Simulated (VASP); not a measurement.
ErH4:

```
Er H
1.0
     3.91608    0.00000    0.00000
     0.00000    3.91608    0.00000
     0.00000    0.00000    3.91608
Er H
1 4
Direct
  0.00000 0.00000 0.00000
  0.50000 0.00000 0.00000
  0.00000 0.50000 0.00000
  0.00000 0.00000 0.50000
  0.50000 0.50000 0.50000
```

The cell was built from a structure type or drawn by symmetry, and may not be a known phase.

- Program: VASP 6.6.1
- Task: relaxation of cell and atoms
- Functional: PBE
- Potentials or basis: VASP PAW PBE potentials, release 64 (Er_3, H), 4f in core
- Cutoff: 500 eV
- k mesh: 4 × 4 × 4
- Occupations: gaussian, width 0.1 eV
- Spin: no spin polarisation

At the start: pressure 6.0 GPa; volume 12.01 Å³/atom.

Problem. How do energy, volume and symmetry change on relaxing?

Solution. Over 4 steps the energy falls by 26.7 meV/atom and the volume is 13.56 Å³/atom (+12.9 %); space group Pm-3m (No. 221, to 0.1 Å) before and after.

The path:
```
step  energy change (eV)  largest force (eV/Å)  pressure (GPa)  volume (Å³)
   1              0.0000                0.0000            6.02        60.06
   2             -0.1051                0.0000            2.54        64.06
   3             -0.1321                0.0000           -0.51        68.65
   4             -0.1335                0.0000           -0.02        67.82
```

Final structure:
```
CELL_PARAMETERS angstrom
4.07811 0.00000 0.00000
0.00000 4.07811 0.00000
0.00000 0.00000 4.07811
ATOMIC_POSITIONS crystal
Er 0.00000 0.00000 0.00000
H 0.50000 0.00000 0.00000
H 0.00000 0.50000 0.00000
H 0.00000 0.00000 0.50000
H 0.50000 0.50000 0.50000
```

Caveat: the k points lie up to 0.39 Å⁻¹ apart in the final cell, too coarse for converged energies and pressures of a metal.
